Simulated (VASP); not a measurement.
# Sc (P6/mmm) in VASP: a series of runs

The runs below take Sc through relaxation of cell and atoms, single point, with PBE.

Program: VASP 6.6.1. These are calculated values, not measurements. Logs are shortened: lines on timing, memory, paths and dates and some standing lists are left out, and cuts for length are marked.

## (1) The cell of the first run

Symmetry: P6/mmm, No. 191, hexagonal system. Conventional cell: a = 5.476 Å, b = 5.476 Å, c = 3.357 Å, α = 90.00°, β = 90.00°, γ = 120.00°. Sc (site symmetry 6/mmm) has 14 Sc at 3.36 to 3.58 Å within 4.4 Å. Sc (site symmetry -6m2) has 11 Sc at 3.16 to 3.58 Å within 4.2 Å.

## (2) Relaxation of cell and atoms, PBE

File INCAR:

```
ALGO = Fast ; EDIFF = 1E-6
EDIFFG = -0.04 ; ENCUT = 600
GGA = PE ; IBRION = 2
ISIF = 3 ; ISMEAR = 0
LASPH = True ; LCHARG = False
LREAL = False ; LWAVE = False
NELM = 60 ; NSW = 90
PREC = Accurate ; SIGMA = 0.1
```

File KPOINTS:

```
k-points
0
Gamma
  6 6 6
```

File POSCAR:

```
Sc
1.0
    5.4761195413      0.0000000000      0.0000000000
   -2.7380597707      4.7424586369      0.0000000000
    0.0000000000      0.0000000000      3.3570993710
Sc
3
Direct
    0.0000000000      0.0000000000      0.0000000000
    0.3333333333      0.6666666667      0.5000000000
    0.6666666667      0.3333333333      0.5000000000
```

Potentials or basis: VASP PAW PBE potentials, release 64 (Sc_sv).

Run with:

```bash
> cat potpaw_PBE.64/Sc_sv/POTCAR > POTCAR
> mpirun -np 1 vasp_std > vasp.out
```

OUTCAR:

```text
EDIFF = 1E-6
   EDIFFG = -0.04
   ENCUT = 600
   GGA = PE
   IBRION = 2
   ISIF = 3
   ISMEAR = 0
   LASPH = True
   LREAL = False
   NELM = 60
   NSW = 90
   PREC = Accurate

 ion  position               nearest neighbor table
   1  0.000  0.000  0.000-
   2  0.333  0.667  0.500-   3 3.16   3 3.16   3 3.16
   3  0.667  0.333  0.500-   2 3.16   2 3.16   2 3.16

  LATTYP: Found a hexagonal cell.
 ALAT       =     5.4761195413
 C/A-ratio  =     0.6130434783

  Lattice vectors:

 A1 = (   5.4761195413,   0.0000000000,   0.0000000000)
 A2 = (  -2.7380597707,   4.7424586369,   0.0000000000)
 A3 = (   0.0000000000,   0.0000000000,   3.3570993710)

Analysis of symmetry for initial positions (statically):
=====================================================================
 Subroutine PRICEL returns:
 Original cell was already a primitive cell.

 Routine SETGRP: Setting up the symmetry group for a
 hexagonal supercell.

 Subroutine GETGRP returns: Found 24 space group operations
 (whereof 24 operations were pure point group operations)
 out of a pool of 24 trial point group operations.

The static configuration has the point symmetry D_6h.

Analysis of symmetry for dynamics (positions and initial velocities):
=====================================================================
 Subroutine PRICEL returns:
 Original cell was already a primitive cell.

 Routine SETGRP: Setting up the symmetry group for a
 hexagonal supercell.

 Subroutine GETGRP returns: Found 24 space group operations
 (whereof 24 operations were pure point group operations)
 out of a pool of 24 trial point group operations.

The dynamic configuration has the point symmetry D_6h.

 Subroutine INISYM returns: Found 24 space group operations
 (whereof 24 operations are pure point group operations),
 and found     1 'primitive' translations

----------------------------------------------------------------------------------------

                                     Primitive cell

  volume of cell :      87.1848

  direct lattice vectors                    reciprocal lattice vectors
     5.476119541  0.000000000  0.000000000     0.182611061  0.105430545  0.000000000
    -2.738059771  4.742458637  0.000000000     0.000000000  0.210861091  0.000000000
     0.000000000  0.000000000  3.357099371     0.000000000  0.000000000  0.297876199

  length of vectors
     5.476119541  5.476119541  3.357099371     0.210861091  0.210861091  0.297876199

  position of ions in fractional coordinates (direct lattice)
     0.000000000  0.000000000  0.000000000
     0.333333333  0.666666667  0.500000000
     0.666666667  0.333333333  0.500000000

  ion indices of the primitive-cell ions
   primitive index   ion index
                 1           1
                 2           2
                 3           3

----------------------------------------------------------------------------------------

 KPOINTS: k-points

Automatic generation of k-mesh.
 Grid dimensions read from file:
 generate k-points for:    6    6    6

 Generating k-lattice:

  Cartesian coordinates                     Fractional coordinates (reciprocal lattice)
     0.030435177  0.017571758  0.000000000     0.166666667  0.000000000  0.000000000
     0.000000000  0.035143515  0.000000000     0.000000000  0.166666667  0.000000000
     0.000000000  0.000000000  0.049646033     0.000000000  0.000000000  0.166666667

  Length of vectors
     0.035143515  0.035143515  0.049646033

  Shift w.r.t. Gamma in fractional coordinates (k-lattice)
     0.000000000  0.000000000  0.000000000

 Subroutine IBZKPT returns following result:
 ===========================================

 Found     28 irreducible k-points:

 Following reciprocal coordinates:
            Coordinates               Weight
  0.000000  0.000000  0.000000      1.000000
  0.166667 -0.000000  0.000000      6.000000
  0.333333  0.000000  0.000000      6.000000
  0.500000  0.000000  0.000000      3.000000
  0.166667  0.166667  0.000000      6.000000
  0.333333  0.166667  0.000000     12.000000
[... 16 lines left out ...]
  0.166667 -0.000000  0.500000      6.000000
  0.333333  0.000000  0.500000      6.000000
 [... further k-points ...]
   k-points           NKPTS =     28   k-points in BZ     NKDIM =     28   number of bands    NBANDS=     20
   number of dos      NEDOS =    301   number of ions     NIONS =      3
   total plane-waves  NPLWV =  64512
   dimension x,y,z NGX =    48 NGY =   48 NGZ =   28
   dimension x,y,z NGXF=    96 NGYF=   96 NGZF=   56
   ions per type =               3
   NGX,Y,Z   is equivalent  to a cutoff of  14.57, 14.57, 13.87 a.u.
   NGXF,Y,Z  is equivalent  to a cutoff of  29.14, 29.14, 27.73 a.u.
 SYSTEM =  unknown system
   PREC   = accura    normal or accurate (medium, high low for compatibility)
   ISTART =      0    job   : 0-new  1-cont  2-samecut
   ICHARG =      2    charge: 1-file 2-atom 10-const
   ISPIN  =      1    spin polarized calculation?
   LNONCOLLINEAR =      F non collinear calculations
   LSORBIT =      F    spin-orbit coupling
   LASPH  =      T    aspherical Exc in radial PAW
   ENCUT  =  600.0 eV  44.10 Ry    6.64 a.u.  10.94 10.94  6.70*2*pi/ulx,y,z
   NELM   =     60;   NELMIN=  2; NELMDL= -5     # of ELM steps
   EDIFF  = 0.1E-05   stopping-criterion for ELM
   LREAL  =      F    real-space projection
   EDIFFG = -.4E-01   stopping-criterion for IOM
   NSW    =     90    number of steps for IOM
   IBRION =      2    ionic relax: 0-MD 1-quasi-New 2-CG
   NFREE  =      1    steps in history (QN), initial steepest desc. (CG)
   ISIF   =      3    stress and relaxation
   ISYM   =      2    0-nonsym 1-usesym 2-fastsym
   POTIM  = 0.5000    time-step for ionic-motion
   TEBEG  =    0.0;   TEEND  =   0.0 temperature during run
   PSTRESS=    0.0 pullay stress
   NELECT =      33.0000    total number of electrons
   NUPDOWN=      -1.0000    fix difference up-down
   EMIN   =  10.00;   EMAX   =-10.00  energy-range for DOS
   EFERMI =   0.00;   METHOD = LEGACY
   ISMEAR =     0;   SIGMA  =   0.10  broadening in eV -4-tet -1-fermi 0-gaus
   EFERMI_NEDOS =   21; number of points for ismear=-14 and -15
   IALGO  =     68    algorithm
   IMIX   =      4    mixing-type and parameters
     AMIX     =   0.40;   BMIX     =  1.00
     AMIX_MAG =   1.60;   BMIX_MAG =  1.00
  volume/ion in A,a.u.               =      29.06       196.12
  Fermi-wavevector in a.u.,A,eV,Ry     =   1.184221  2.237852 19.080515  1.402378
  Thomas-Fermi vector in A             =   2.320439
   LORBIT       =      0    0 simple, 1 ext, 2 COOP (PROOUT), +10 PAW based schemes
   GGA     = PE    functional components
   LHFCALC =     F    Hartree Fock is set to
   AEXX    =    0.0000 exact exchange contribution
   IVDW    =     0    specifies the selected vdW correction
   LEPSILON=     F    determine dielectric tensor
   LRPA    =     F    only Hartree local field effects (RPA)
 conjugate gradient relaxation of ions
 non-spin polarized calculation
 RMM-DIIS sequential band-by-band and
 Gauss-broadening in eV      SIGMA  =   0.10
  energy-cutoff  :      600.00
  volume of cell :       87.18
 maximum number of plane-waves:      2930
 NGX is ok and might be reduce to    48

--------------------------------------- Ionic step        1  -------------------------------------------

 number of electron      33.0000003 magnetization

 Free energy of the ion-electron system (eV)
  ---------------------------------------------------
  ext. energy  EPLUGINS =         0.00000000
  ---------------------------------------------------
  free energy    TOTEN  =       -18.25146926 eV

  energy without entropy =      -18.21421566  energy(sigma->0) =      -18.23284246

 E-fermi :   2.7546     XC(G=0):  -9.2381

 val. band max:        2.7543406425   @ k =   0.1667  -0.0000   0.0000
 cond. band min:       2.7783054760   @ k =   0.3333   0.0000   0.3333
 fundamental gap:      0.0239648334
 Fermi energy:         2.7545681893

 k-point     1 :       0.0000    0.0000    0.0000
  band No.  band energies     occupation
      1     -47.1385      2.00000
      2     -47.1055      2.00000
      3     -47.0685      2.00000
      4     -25.7801      2.00000
      5     -25.7801      2.00000
      6     -25.7544      2.00000
[... 12 lines left out ...]
     19       3.1358      0.00000
     20       3.9911      0.00000

 k-point     2 :       0.1667   -0.0000    0.0000
  band No.  band energies     occupation
      1     -47.1372      2.00000
      2     -47.1043      2.00000
      3     -47.0710      2.00000
      4     -25.8040      2.00000
      5     -25.7920      2.00000
      6     -25.7295      2.00000
[... 12 lines left out ...]
     19       3.4188      0.00000
     20       4.0311      0.00000
[... 622 lines left out ...]
  FORCE on cell =-STRESS in cart. coord.  units (eV):
  Direction    XX          YY          ZZ          XY          YZ          ZX
  --------------------------------------------------------------------------------------
  -------------------------------------------------------------------------------------
  Total       -0.0478625     -0.0478625      0.1626284      0.0000000      0.0000000      0.0000000
  in kB       -1.0431150     -1.0431150      3.5443192      0.0000000      0.0000000      0.0000000
  external PRESSURE =       0.4860297 kB  Pullay stress =       0.0000000 kB

 VOLUME and BASIS-vectors are now :
 -----------------------------------------------------------------------------
  energy-cutoff  :      600.00
  volume of cell :       73.51
      direct lattice vectors                 reciprocal lattice vectors
     5.134573113  0.000000000 -0.000000000     0.194758158  0.112443675  0.000000000
    -2.567286557  4.446670754 -0.000000000    -0.000000000  0.224887350 -0.000000000
    -0.000000000  0.000000000  3.219843190     0.000000000  0.000000000  0.310574131

 POSITION                                       TOTAL-FORCE (eV/Angst)
 -----------------------------------------------------------------------------------
     -2.56729      4.44667     -0.00000         0.000000     -0.000000      0.000000
     -0.00000      2.96445      1.60992        -0.000000      0.000000      0.000000
      2.56729      1.48222      1.60992         0.000000     -0.000000     -0.000000
 -----------------------------------------------------------------------------------
    total drift:                               -0.000000      0.000000     -0.000000

  FREE ENERGIE OF THE ION-ELECTRON SYSTEM (eV)
  ---------------------------------------------------
  free  energy   TOTEN  =       -18.5825273878 eV

  energy  without entropy=      -18.5536710072  energy(sigma->0) =      -18.56809920

--------------------------------------- Ionic step        5  -------------------------------------------

 number of electron      32.9999999 magnetization

 Free energy of the ion-electron system (eV)
  ---------------------------------------------------
  ext. energy  EPLUGINS =         0.00000000
  ---------------------------------------------------
  free energy    TOTEN  =       -18.58282812 eV

  energy without entropy =      -18.55425744  energy(sigma->0) =      -18.56854278

 E-fermi :   3.6830     XC(G=0):  -9.8957

 val. band max:        3.6467051444   @ k =   0.0000   0.0000   0.0000
 cond. band min:       3.7153161841   @ k =   0.1667   0.1667   0.0000
 fundamental gap:      0.0686110398
 Fermi energy:         3.6829705940

 k-point     1 :       0.0000    0.0000    0.0000
  band No.  band energies     occupation
      1     -45.7432      2.00000
      2     -45.6728      2.00000
      3     -45.6356      2.00000
      4     -24.5007      2.00000
      5     -24.5007      2.00000
      6     -24.3783      2.00000
[... 12 lines left out ...]
     19       4.3548      0.00000
     20       5.2929      0.00000

 k-point     2 :       0.1667   -0.0000    0.0000
  band No.  band energies     occupation
      1     -45.7362      2.00000
      2     -45.6743      2.00000
      3     -45.6412      2.00000
      4     -24.5318      2.00000
      5     -24.5074      2.00000
      6     -24.3429      2.00000
[... 12 lines left out ...]
     19       4.6268      0.00000
     20       5.3060      0.00000
[... 513 lines left out ...]
  --------------------------------------------------------------------------------------
  -------------------------------------------------------------------------------------
  Total        0.0175170      0.0175170      0.0144503     -0.0000000      0.0000000      0.0000000
  in kB        0.3817031      0.3817031      0.3148791     -0.0000000      0.0000000      0.0000000
  external PRESSURE =       0.3594284 kB  Pullay stress =       0.0000000 kB

 VOLUME and BASIS-vectors are now :
 -----------------------------------------------------------------------------
  energy-cutoff  :      600.00
  volume of cell :       73.53
      direct lattice vectors                 reciprocal lattice vectors
     5.126679615  0.000000000 -0.000000000     0.195058025  0.112616803  0.000000000
    -2.563339808  4.439834784 -0.000000000    -0.000000000  0.225233606 -0.000000000
    -0.000000000  0.000000000  3.230289248     0.000000000  0.000000000  0.309569801

 POSITION                                       TOTAL-FORCE (eV/Angst)
 -----------------------------------------------------------------------------------
     -0.00000      0.00000      3.23029        -0.000000      0.000000      0.000000
     -0.00000      2.95989      1.61514        -0.000000     -0.000000      0.000000
      2.56334      1.47994      1.61514         0.000000      0.000000     -0.000000
 -----------------------------------------------------------------------------------
    total drift:                               -0.000000      0.000000     -0.000000

  FREE ENERGIE OF THE ION-ELECTRON SYSTEM (eV)
  ---------------------------------------------------
  free  energy   TOTEN  =       -18.5828281202 eV

  energy  without entropy=      -18.5542574372  energy(sigma->0) =      -18.56854278

 reached required accuracy - stopping structural energy minimisation
```

Run time: 5.4 min. Hardware: 1 thread of Intel Xeon Platinum 8259CL at 2.50GHz (Skylake/Cascade Lake), shared host; peak memory 0.27 GiB.

Results:

- Free energy: -18.5828 eV
- Relaxed volume: 24.51 Å³/atom
- Relaxed cell: a = 5.127 Å, b = 5.127 Å, c = 3.230 Å, α = 90.00°, β = 90.00°, γ = 120.00°
- Space group after relaxing (to 0.05 Å): P6/mmm (No. 191)
- Energy gained by relaxing: 110.5 meV/atom
- Ionic steps: 5
- Pressure after relaxing: 0.0 GPa

Step by step:
```csv
step,energy change (eV),largest force (eV/Å),pressure (GPa),volume (Å³)
1,0.0000,0.0000,-6.75,87.18
2,-0.3267,0.0000,0.72,72.63
3,-0.3285,0.0000,0.07,73.49
4,-0.3311,0.0000,0.05,73.51
5,-0.3314,0.0000,0.04,73.53
```

Final structure:
```
Sc
1.0
     5.12668    0.00000    0.00000
    -2.56334    4.43983    0.00000
     0.00000    0.00000    3.23029
Sc
3
Direct
  0.00000 0.00000 0.00000
  0.33333 0.66667 0.50000
  0.66667 0.33333 0.50000
```

Caveat: the volume moved by over 15 % at a fixed basis, so the end points are rough.

## (3) Single point, PBE

This run uses another cell than the first one, of 24.48 Å³/atom, 0.842 times its volume.

File INCAR:

```
SYSTEM = Sc
ALGO = Fast ; EDIFF = 1E-6
ENCUT = 520 ; GGA = PE
ISIF = 2 ; ISMEAR = 0
LASPH = .True. ; LCHARG = .False.
LREAL = .False. ; LWAVE = .False.
NBANDS = 24 ; NELM = 80
PREC = Accurate ; SIGMA = 0.1
```

File KPOINTS:

```
k-points
0
Gamma
  12 12 14
  0 0 0
```

File POSCAR:

```
Sc
1.0
    5.1214920339      0.0000000000      0.0000000000
   -2.5607460170      4.4353422067      0.0000000000
    0.0000000000      0.0000000000      3.2325479176
Sc
3
Direct
    0.0000000000      0.0000000000      0.0000000000
    0.3333333333      0.6666666667      0.5000000000
    0.6666666667      0.3333333333      0.5000000000
```

Potentials or basis: VASP PAW PBE potentials, release 64 (Sc_sv).

Run with:

```bash
> cat potpaw_PBE.64/Sc_sv/POTCAR > POTCAR
> mpirun -np 1 vasp_std > vasp.out
```

It took 4.5 min on 1 thread of Intel Xeon Platinum 8259CL at 2.50GHz (Skylake/Cascade Lake), shared host; peak memory 0.33 GiB.

The run converged. Its results:

```yaml
Free_energy: -18.5845 eV
Pressure: 0.1 GPa
```

Levels at points of the mesh, in eV from the Fermi level:
```tsv
k point	band 12	band 13	band 14	band 15	band 16	band 17	band 18	band 19	band 20	band 21
(0.00, 0.00, 0.00)	-27.77	-5.07	-0.75	-0.02	-0.02	-0.01	-0.01	0.73	1.64	2.06
(0.50, 0.00, 0.00)	-27.78	-3.05	-3.00	-1.56	0.48	0.62	0.67	0.77	1.02	1.43
(0.00, 0.00, 0.50)	-27.80	-1.87	-1.45	-0.83	-0.83	-0.51	-0.51	1.67	1.67	1.76
(0.50, 0.00, 0.50)	-27.76	-1.49	-1.26	-0.63	-0.28	-0.08	-0.08	0.85	1.31	1.55
```

## (4) Single point, PBE

This run uses another cell than the first one: it holds 4 atoms, not 3.

File INCAR:

```
SYSTEM = Sc
ALGO = Fast
EDIFF = 1E-6
ENCUT = 520
GGA = PE
ISIF = 2
ISMEAR = 0
LASPH = .TRUE.
LCHARG = .FALSE.
LREAL = .FALSE.
LWAVE = .FALSE.
NBANDS = 30
NELM = 100
PREC = Accurate
SIGMA = 0.1
```

File KPOINTS:

```
k-points
0
G
  9 9 8
  0 0 0
```

File POSCAR:

```
Sc
1.0
    5.2628402519      0.0000000001      0.0000000000
   -2.6314201260      4.5577533541      0.0000000000
    0.0000000000      0.0000000000      5.6768356297
Sc
4
Direct
    0.3333333333      0.6666666667      0.5000000000
    0.6666666667      0.3333333333      1.0000000000
    0.6666666667      0.3333333333      0.5000000000
    0.3333333333      0.6666666667      0.0000000000
```

Run with:

```bash
> cat potpaw_PBE.64/Sc_sv/POTCAR > POTCAR
> mpirun -np 1 vasp_std > vasp.out
```

It took 5 min on 1 thread of Intel Xeon Platinum 8259CL at 2.50GHz (Skylake/Cascade Lake), shared host; peak memory 0.35 GiB.

Results (log left out):

- Free energy: -19.8949 eV
- Pressure: 0.0 GPa
- Band gap on the k mesh: zero (band 22 reaches 1.96 eV, above the bottom of band 23 at 1.67 eV)

Levels at points of the mesh, in eV from the Fermi level:
```
           k point  band 19  band 20  band 21  band 22  band 23  band 24  band 25  band 26
(0.00, 0.00, 0.00)    -0.60    -0.35    -0.32    -0.20     0.30     0.30     0.40     0.40
(0.00, 0.00, 0.50)     0.02     0.02     0.02     0.02     0.69     0.69     0.81     0.81
```

## (5) Overview

| task | cell | k mesh | cutoff (eV) | gap on the mesh (eV) | pressure (GPa) |
| --- | --- | --- | --- | --- | --- |
| relaxation of cell and atoms | relaxed from a = 5.476, b = 5.476, c = 3.357 Å, angles 90.0, 90.0, 120.0°, 3 atoms | 6 × 6 × 6 | 600 | none | 0.0 |
| single point | a = 5.121, b = 5.121, c = 3.233 Å, angles 90.0, 90.0, 120.0°, 3 atoms | 12 × 12 × 14 | 520 | none | 0.1 |
| single point | a = 5.263, b = 5.263, c = 5.677 Å, angles 90.0, 90.0, 120.0°, 4 atoms | 9 × 9 × 8 | 520 | none | 0.0 |

Alike in all rows: level PBE; potentials or basis VASP PAW PBE potentials, release 64 (Sc_sv); no spin polarisation; smearing gaussian 0.1 eV.

Caveats: the volume moved by over 15 % at a fixed basis, so the end points are rough (some runs).

Total energies depend on the potentials used, so only differences within one code and one set of settings carry meaning.
